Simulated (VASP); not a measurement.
# NaCl (Pm-3m) in VASP: further runs

NaCl is run at these levels: PBE; tasks: single point.

Program: VASP 6.6.1. These are calculated values, not measurements. Logs are shortened: lines on timing, memory, paths and dates and some standing lists are left out, and cuts for length are marked.

## (1) The cell of the first run

The structure is cubic, space group Pm-3m (No. 221). The conventional cell has a = 3.502 Å, b = 3.502 Å, c = 3.502 Å, α = 90.00°, β = 90.00°, γ = 90.00°. Cl (site symmetry m-3m) has 8 Na at 3.03 Å and 6 Cl at 3.50 Å within 4.0 Å. Within 4.0 Å of Na (site symmetry m-3m) lie 8 Cl at 3.03 Å and 6 Na at 3.50 Å.

## (2) Single point, PBE

Input file INCAR:

```
PREC     = Accurate       # precision mode
ENCUT    = 520            # plane-wave cutoff, eV
EDIFF    = 1E-7           # SCF threshold, eV
ISMEAR   = 0              # smearing method
SIGMA    = 0.020999999999999998 # smearing width, eV
LREAL    = False          # projectors in reciprocal space
LASPH    = True           # aspherical terms in the spheres
NELM     = 100            # most SCF steps
ALGO     = Normal         # electronic algorithm
ISIF     = 2              # what is computed and relaxed
LWAVE    = False          # write WAVECAR
LCHARG   = False          # write CHGCAR
GGA      = PE             # functional
NBANDS   = 14             # bands
```

Input file KPOINTS:

```
Automatic mesh
0
Gamma
  8 8 8
```

Input file POSCAR:

```
NaCl
1.0
    3.5021900000      0.0000000000      0.0000000000
    0.0000000000      3.5021900000      0.0000000000
    0.0000000000      0.0000000000      3.5021900000
Cl Na
1 1
Direct
    0.5000000000      0.5000000000      0.5000000000
    0.0000000000      0.0000000000      0.0000000000
```

Potentials or basis: VASP PAW PBE potentials, release 64 (Cl, Na_pv).

Started as:

```console
$ cat potpaw_PBE.64/Cl/POTCAR potpaw_PBE.64/Na_pv/POTCAR > POTCAR
$ mpirun -np 1 vasp_std > vasp.out
```

OUTCAR:

```text
PREC = Accurate
   ENCUT = 520
   EDIFF = 1E-7
   ISMEAR = 0
   LREAL = False
   LASPH = True
   NELM = 100
   ISIF = 2
   GGA = PE

 ion  position               nearest neighbor table
   1  0.500  0.500  0.500-
   2  0.000  0.000  0.000-

  LATTYP: Found a simple cubic cell.
 ALAT       =     3.5021900000

  Lattice vectors:

 A1 = (   3.5021900000,   0.0000000000,   0.0000000000)
 A2 = (   0.0000000000,   3.5021900000,   0.0000000000)
 A3 = (   0.0000000000,   0.0000000000,   3.5021900000)

Analysis of symmetry for initial positions (statically):
=====================================================================
 Subroutine PRICEL returns:
 Original cell was already a primitive cell.

 Routine SETGRP: Setting up the symmetry group for a
 simple cubic supercell.

 Subroutine GETGRP returns: Found 48 space group operations
 (whereof 48 operations were pure point group operations)
 out of a pool of 48 trial point group operations.

The static configuration has the point symmetry O_h .

Analysis of symmetry for dynamics (positions and initial velocities):
=====================================================================
 Subroutine PRICEL returns:
 Original cell was already a primitive cell.

 Routine SETGRP: Setting up the symmetry group for a
 simple cubic supercell.

 Subroutine GETGRP returns: Found 48 space group operations
 (whereof 48 operations were pure point group operations)
 out of a pool of 48 trial point group operations.

The dynamic configuration has the point symmetry O_h .

 Subroutine INISYM returns: Found 48 space group operations
 (whereof 48 operations are pure point group operations),
 and found     1 'primitive' translations

----------------------------------------------------------------------------------------

                                     Primitive cell

  volume of cell :      42.9555

  direct lattice vectors                    reciprocal lattice vectors
     3.502190000  0.000000000  0.000000000     0.285535622  0.000000000  0.000000000
     0.000000000  3.502190000  0.000000000     0.000000000  0.285535622  0.000000000
     0.000000000  0.000000000  3.502190000     0.000000000  0.000000000  0.285535622

  length of vectors
     3.502190000  3.502190000  3.502190000     0.285535622  0.285535622  0.285535622

  position of ions in fractional coordinates (direct lattice)
     0.500000000  0.500000000  0.500000000
     0.000000000  0.000000000  0.000000000

  ion indices of the primitive-cell ions
   primitive index   ion index
                 1           1
                 2           2

----------------------------------------------------------------------------------------

 KPOINTS: Automatic mesh

Automatic generation of k-mesh.
 Grid dimensions read from file:
 generate k-points for:    8    8    8

 Generating k-lattice:

  Cartesian coordinates                     Fractional coordinates (reciprocal lattice)
     0.035691953  0.000000000  0.000000000     0.125000000  0.000000000  0.000000000
     0.000000000  0.035691953  0.000000000     0.000000000  0.125000000  0.000000000
     0.000000000  0.000000000  0.035691953     0.000000000  0.000000000  0.125000000

  Length of vectors
     0.035691953  0.035691953  0.035691953

  Shift w.r.t. Gamma in fractional coordinates (k-lattice)
     0.000000000  0.000000000  0.000000000

 Subroutine IBZKPT returns following result:
 ===========================================

 Found     35 irreducible k-points:

 Following reciprocal coordinates:
            Coordinates               Weight
  0.000000  0.000000  0.000000      1.000000
  0.125000  0.000000  0.000000      6.000000
  0.250000  0.000000  0.000000      6.000000
  0.375000  0.000000  0.000000      6.000000
  0.500000  0.000000  0.000000      3.000000
  0.125000  0.125000  0.000000     12.000000
[... 16 lines left out ...]
  0.375000  0.375000  0.125000     24.000000
  0.500000  0.375000  0.125000     24.000000
 [... further k-points ...]
   k-points           NKPTS =     35   k-points in BZ     NKDIM =     35   number of bands    NBANDS=     14
   number of dos      NEDOS =    301   number of ions     NIONS =      2
   total plane-waves  NPLWV =  21952
   dimension x,y,z NGX =    28 NGY =   28 NGZ =   28
   dimension x,y,z NGXF=    56 NGYF=   56 NGZF=   56
   ions per type =               1   1
   NGX,Y,Z   is equivalent  to a cutoff of  13.29, 13.29, 13.29 a.u.
   NGXF,Y,Z  is equivalent  to a cutoff of  26.58, 26.58, 26.58 a.u.
 SYSTEM =  unknown system
   PREC   = accura    normal or accurate (medium, high low for compatibility)
   ISTART =      0    job   : 0-new  1-cont  2-samecut
   ICHARG =      2    charge: 1-file 2-atom 10-const
   ISPIN  =      1    spin polarized calculation?
   LNONCOLLINEAR =      F non collinear calculations
   LSORBIT =      F    spin-orbit coupling
   LASPH  =      T    aspherical Exc in radial PAW
   ENCUT  =  520.0 eV  38.22 Ry    6.18 a.u.   6.51  6.51  6.51*2*pi/ulx,y,z
   NELM   =    100;   NELMIN=  2; NELMDL= -5     # of ELM steps
   EDIFF  = 0.1E-06   stopping-criterion for ELM
   LREAL  =      F    real-space projection
   EDIFFG = 0.1E-05   stopping-criterion for IOM
   NSW    =      0    number of steps for IOM
   IBRION =     -1    ionic relax: 0-MD 1-quasi-New 2-CG
   NFREE  =      0    steps in history (QN), initial steepest desc. (CG)
   ISIF   =      2    stress and relaxation
   ISYM   =      2    0-nonsym 1-usesym 2-fastsym
   POTIM  = 0.5000    time-step for ionic-motion
   TEBEG  =    0.0;   TEEND  =   0.0 temperature during run
   PSTRESS=    0.0 pullay stress
   NELECT =      14.0000    total number of electrons
   NUPDOWN=      -1.0000    fix difference up-down
   EMIN   =  10.00;   EMAX   =-10.00  energy-range for DOS
   EFERMI =   0.00;   METHOD = LEGACY
   ISMEAR =     0;   SIGMA  =   0.02  broadening in eV -4-tet -1-fermi 0-gaus
   EFERMI_NEDOS =   21; number of points for ismear=-14 and -15
   IALGO  =     38    algorithm
   IMIX   =      4    mixing-type and parameters
     AMIX     =   0.40;   BMIX     =  1.00
     AMIX_MAG =   1.60;   BMIX_MAG =  1.00
  volume/ion in A,a.u.               =      21.48       144.94
  Fermi-wavevector in a.u.,A,eV,Ry     =   1.126621  2.129005 17.269530  1.269275
  Thomas-Fermi vector in A             =   2.263304
   LORBIT       =      0    0 simple, 1 ext, 2 COOP (PROOUT), +10 PAW based schemes
   GGA     = PE    functional components
   LHFCALC =     F    Hartree Fock is set to
   AEXX    =    0.0000 exact exchange contribution
   IVDW    =     0    specifies the selected vdW correction
   LEPSILON=     F    determine dielectric tensor
   LRPA    =     F    only Hartree local field effects (RPA)
 non-spin polarized calculation
 Gauss-broadening in eV      SIGMA  =   0.02
  energy-cutoff  :      520.00
  volume of cell :       42.96
 maximum number of plane-waves:      1189
 NGX is ok and might be reduce to    28
   NGX = 13   NGY = 13   NGZ = 13

 number of electron      13.9999982 magnetization

 Free energy of the ion-electron system (eV)
  ---------------------------------------------------
  ext. energy  EPLUGINS =         0.00000000
  ---------------------------------------------------
  free energy    TOTEN  =        -6.46871738 eV

  energy without entropy =       -6.46871738  energy(sigma->0) =       -6.46871738

 E-fermi :   0.5878     XC(G=0):  -8.4327

 val. band max:        0.4245547809   @ k =   0.5000   0.5000   0.0000
 cond. band min:       4.4031525292   @ k =   0.0000   0.0000   0.0000
 fundamental gap:      3.9785977483
 Fermi energy:         0.5878162270

 k-point     1 :       0.0000    0.0000    0.0000
  band No.  band energies     occupation
      1     -21.6491      2.00000
      2     -21.6491      2.00000
      3     -21.6491      2.00000
      4     -12.9519      2.00000
      5      -0.0661      2.00000
      6      -0.0661      2.00000
      7      -0.0661      2.00000
      8       4.4032      0.00000
      9       9.0039      0.00000
     10       9.0039      0.00000
     11      16.1128      0.00000
     12      16.1128      0.00000
     13      16.1129      0.00000
     14      16.3375      0.00000

 k-point     2 :       0.1250    0.0000    0.0000
  band No.  band energies     occupation
      1     -21.6551      2.00000
      2     -21.6486      2.00000
      3     -21.6486      2.00000
      4     -12.9030      2.00000
      5      -0.5565      2.00000
      6      -0.0333      2.00000
      7      -0.0333      2.00000
      8       4.8505      0.00000
      9       9.1750      0.00000
     10       9.3336      0.00000
     11      14.7620      0.00000
     12      14.7620      0.00000
     13      15.6871      0.00000
     14      16.4557      0.00000

 k-point     3 :       0.2500    0.0000    0.0000
  band No.  band energies     occupation
      1     -21.6695      2.00000
      2     -21.6473      2.00000
      3     -21.6473      2.00000
      4     -12.7804      2.00000
      5      -1.4875      2.00000
      6       0.0479      2.00000
      7       0.0479      2.00000
      8       5.7582      0.00000
      9       9.6738      0.00000
     10       9.8062      0.00000
     11      13.4572      0.00000
     12      13.4572      0.00000
     13      15.5207      0.00000
     14      16.1000      0.00000
[... 324 lines left out ...]
 k-point    23 :       0.3750    0.3750    0.1250
  band No.  band energies     occupation
      1     -21.6768      2.00000
      2     -21.6755      2.00000
      3     -21.6482      2.00000
      4     -12.3760      2.00000
      5      -1.7063      2.00000
      6      -1.5751      2.00000
      7       0.0082      2.00000
      8       6.8092      0.00000
      9       9.4189      0.00000
     10      10.4429      0.00000
     11      11.6470      0.00000
     12      13.7116      0.00000
     13      13.9397      0.00000
     14      17.2618      0.00000

 k-point    24 :       0.5000    0.3750    0.1250
  band No.  band energies     occupation
      1     -21.6814      2.00000
      2     -21.6750      2.00000
      3     -21.6477      2.00000
      4     -12.3327      2.00000
      5      -1.8878      2.00000
      6      -1.5393      2.00000
      7       0.0542      2.00000
      8       6.5045      0.00000
      9       9.8359      0.00000
     10      10.1831      0.00000
     11      11.5202      0.00000
     12      13.9635      0.00000
     13      13.9803      0.00000
     14      16.8119      0.00000

 [... further k-points ...]

------------------------ aborting loop because EDIFF is reached ----------------------------------------

  FORCE on cell =-STRESS in cart. coord.  units (eV):
  Direction    XX          YY          ZZ          XY          YZ          ZX
  --------------------------------------------------------------------------------------
  -------------------------------------------------------------------------------------
  Total        0.0147018      0.0147018      0.0147018      0.0000000      0.0000000     -0.0000000
  in kB        0.5483563      0.5483563      0.5483563      0.0000000      0.0000000     -0.0000000
  external PRESSURE =       0.5483563 kB  Pullay stress =       0.0000000 kB

 VOLUME and BASIS-vectors are now :
 -----------------------------------------------------------------------------
  energy-cutoff  :      520.00
  volume of cell :       42.96
      direct lattice vectors                 reciprocal lattice vectors
     3.502190000  0.000000000  0.000000000     0.285535622  0.000000000  0.000000000
     0.000000000  3.502190000  0.000000000     0.000000000  0.285535622  0.000000000
     0.000000000  0.000000000  3.502190000     0.000000000  0.000000000  0.285535622

 POSITION                                       TOTAL-FORCE (eV/Angst)
 -----------------------------------------------------------------------------------
      1.75110      1.75110      1.75110         0.000000      0.000000      0.000000
      0.00000      0.00000      0.00000         0.000000      0.000000      0.000000
 -----------------------------------------------------------------------------------
    total drift:                               -0.000000      0.000000      0.000000

  FREE ENERGIE OF THE ION-ELECTRON SYSTEM (eV)
  ---------------------------------------------------
  free  energy   TOTEN  =        -6.4687173799 eV

  energy  without entropy=       -6.4687173799  energy(sigma->0) =       -6.46871738
```

It took 37 s on 1 thread of AMD EPYC, shared host; peak memory 0.12 GiB.

Results:

| Quantity | Value |
| --- | --- |
| Free energy | -6.4687 eV |
| Pressure | 0.1 GPa |
| Band gap on the k mesh | 3.98 eV (least direct gap 4.47 eV) |

Levels at points of the mesh, in eV from the valence-band top:
```tsv
k point	band 4	band 5	band 6	band 7	band 8	band 9	band 10	band 11
(0.00, 0.00, 0.00)	-13.38	-0.49	-0.49	-0.49	3.98	8.58	8.58	15.69
(0.50, 0.00, 0.00)	-13.02	-2.94	-0.26	-0.26	6.92	8.56	10.51	11.84
(0.50, 0.50, 0.00)	-12.75	-2.26	-2.26	0.00	5.54	9.88	11.03	11.03
(0.50, 0.50, 0.50)	-12.48	-1.84	-1.84	-1.84	7.12	7.12	7.12	11.65
```

A k mesh can miss the band edges.

## (3) Single point, PBE

Input file INCAR:

```
PREC = Accurate
ENCUT = 520
EDIFF = 1E-7
ISMEAR = 0
SIGMA = 0.023
LREAL = F
LASPH = T
NELM = 100
ALGO = Normal
ISIF = 2
LWAVE = F
LCHARG = F
GGA = PE
NBANDS = 14
```

KPOINTS is that of step 2.

POSCAR is that of step 2.

Potentials or basis: VASP PAW PBE potentials, release 64 (Cl, Na_pv).

Started as:

```console
$ cat potpaw_PBE.64/Cl/POTCAR potpaw_PBE.64/Na_pv/POTCAR > POTCAR
$ mpirun -np 1 vasp_std > vasp.out
```

OUTCAR:

```text
PREC = Accurate
   ENCUT = 520
   EDIFF = 1E-7
   ISMEAR = 0
   LREAL = F
   LASPH = T
   NELM = 100
   ISIF = 2
   GGA = PE

 ion  position               nearest neighbor table
   1  0.500  0.500  0.500-
   2  0.000  0.000  0.000-

  LATTYP: Found a simple cubic cell.
 ALAT       =     3.5021900000

  Lattice vectors:

 A1 = (   3.5021900000,   0.0000000000,   0.0000000000)
 A2 = (   0.0000000000,   3.5021900000,   0.0000000000)
[... 590 lines left out ...]
     14      16.8119      0.00000

 [... further k-points ...]

------------------------ aborting loop because EDIFF is reached ----------------------------------------

  FORCE on cell =-STRESS in cart. coord.  units (eV):
  Direction    XX          YY          ZZ          XY          YZ          ZX
  --------------------------------------------------------------------------------------
  -------------------------------------------------------------------------------------
  Total        0.0147018      0.0147018      0.0147018     -0.0000000      0.0000000     -0.0000000
  in kB        0.5483563      0.5483563      0.5483563     -0.0000000      0.0000000     -0.0000000
  external PRESSURE =       0.5483563 kB  Pullay stress =       0.0000000 kB

 VOLUME and BASIS-vectors are now :
 -----------------------------------------------------------------------------
  energy-cutoff  :      520.00
  volume of cell :       42.96
      direct lattice vectors                 reciprocal lattice vectors
     3.502190000  0.000000000  0.000000000     0.285535622  0.000000000  0.000000000
     0.000000000  3.502190000  0.000000000     0.000000000  0.285535622  0.000000000
     0.000000000  0.000000000  3.502190000     0.000000000  0.000000000  0.285535622

 POSITION                                       TOTAL-FORCE (eV/Angst)
 -----------------------------------------------------------------------------------
      1.75110      1.75110      1.75110         0.000000      0.000000      0.000000
      0.00000      0.00000      0.00000         0.000000      0.000000      0.000000
 -----------------------------------------------------------------------------------
    total drift:                               -0.000000      0.000000      0.000000

  FREE ENERGIE OF THE ION-ELECTRON SYSTEM (eV)
  ---------------------------------------------------
  free  energy   TOTEN  =        -6.4687173799 eV

  energy  without entropy=       -6.4687173799  energy(sigma->0) =       -6.46871738
```

OSZICAR:

```text
N       E                     dE             d eps       ncg     rms          rms(c)
DAV:   1     0.103173454715E+03    0.10317E+03   -0.71494E+03   980   0.104E+03
DAV:   2     0.208580070829E+01   -0.10109E+03   -0.91274E+02  1078   0.269E+02
DAV:   3    -0.657921139496E+01   -0.86650E+01   -0.85967E+01  1238   0.744E+01
DAV:   4    -0.672278303113E+01   -0.14357E+00   -0.14352E+00  1142   0.101E+01
DAV:   5    -0.672556635152E+01   -0.27833E-02   -0.27832E-02  1286   0.146E+00    0.229E+00
DAV:   6    -0.649845065705E+01    0.22712E+00   -0.31089E-01  1252   0.340E+00    0.164E+00
DAV:   7    -0.646874573599E+01    0.29705E-01   -0.91100E-02  1372   0.180E+00    0.113E+00
DAV:   8    -0.646886845505E+01   -0.12272E-03   -0.10981E-02  1058   0.938E-01    0.415E-01
DAV:   9    -0.646864215176E+01    0.22630E-03   -0.44397E-04  1238   0.157E-01    0.197E-01
DAV:  10    -0.646872038192E+01   -0.78230E-04   -0.24787E-04  1058   0.113E-01    0.336E-02
DAV:  11    -0.646871711328E+01    0.32686E-05   -0.10388E-05  1226   0.284E-02    0.123E-02
DAV:  12    -0.646871703365E+01    0.79623E-07   -0.25305E-06  1052   0.127E-02    0.534E-03
DAV:  13    -0.646871746922E+01   -0.43557E-06   -0.26985E-07  1190   0.358E-03    0.161E-03
DAV:  14    -0.646871737986E+01    0.89358E-07   -0.88369E-09   676   0.742E-04
   1 F= -.64687174E+01 E0= -.64687174E+01  d E =-.996680E-26
```

stdout:

```text
POSCAR found type information on POSCAR ClNa
 POSCAR found :  2 types and       2 ions
 scaLAPACK will be used
 LDA part: xc-table for (Slater+PW92), standard interpolation
 POSCAR, INCAR and KPOINTS ok, starting setup
 FFT: planning ... GRIDC
 FFT: planning ... GRID_SOFT
 FFT: planning ... GRID
 WAVECAR not read
 entering main loop
```

Wall time 33 s (1 thread of AMD EPYC, shared host); peak memory 0.12 GiB.

Results:

| Quantity | Value |
| --- | --- |
| Free energy | -6.4687 eV |
| Pressure | 0.1 GPa |
| Band gap on the k mesh | 3.98 eV (least direct gap 4.47 eV) |

A k mesh can miss the band edges.

## (4) Single point, PBE

Input file INCAR:

```
PREC = Accurate ; ENCUT = 520
EDIFF = 1E-6 ; ISMEAR = 0
SIGMA = 0.024 ; LREAL = F
LASPH = T ; NELM = 60
ALGO = Normal ; ISIF = 2
LWAVE = F ; LCHARG = F
GGA = PE ; NBANDS = 14
```

Input file KPOINTS:

```
regular mesh
0
Gamma
  8 8 8
```

POSCAR is that of step 3.

Started as:

```console
$ cat potpaw_PBE.64/Cl/POTCAR potpaw_PBE.64/Na_pv/POTCAR > POTCAR
$ mpirun -np 1 vasp_std > vasp.out
```

Wall time 30 s (1 thread of AMD EPYC, shared host); peak memory 0.12 GiB.

It converged, with:

| Item | Value |
| --- | --- |
| Free energy | -6.4687 eV |
| Pressure | 0.1 GPa |
| Band gap on the k mesh | 3.98 eV (least direct gap 4.47 eV) |

Levels at points of the mesh, in eV from the valence-band top:
| k point | band 5 | band 6 | band 7 | band 8 | band 9 | band 10 |
| --- | --- | --- | --- | --- | --- | --- |
| (0.00, 0.00, 0.00) | -0.49 | -0.49 | -0.49 | 3.98 | 8.58 | 8.58 |
| (0.50, 0.00, 0.00) | -2.94 | -0.26 | -0.26 | 6.92 | 8.56 | 10.51 |
| (0.50, 0.50, 0.00) | -2.26 | -2.26 | 0.00 | 5.54 | 9.88 | 11.03 |
| (0.50, 0.50, 0.50) | -1.84 | -1.84 | -1.84 | 7.12 | 7.12 | 7.12 |

A k mesh can miss the band edges.

[end of part 1 of 2]
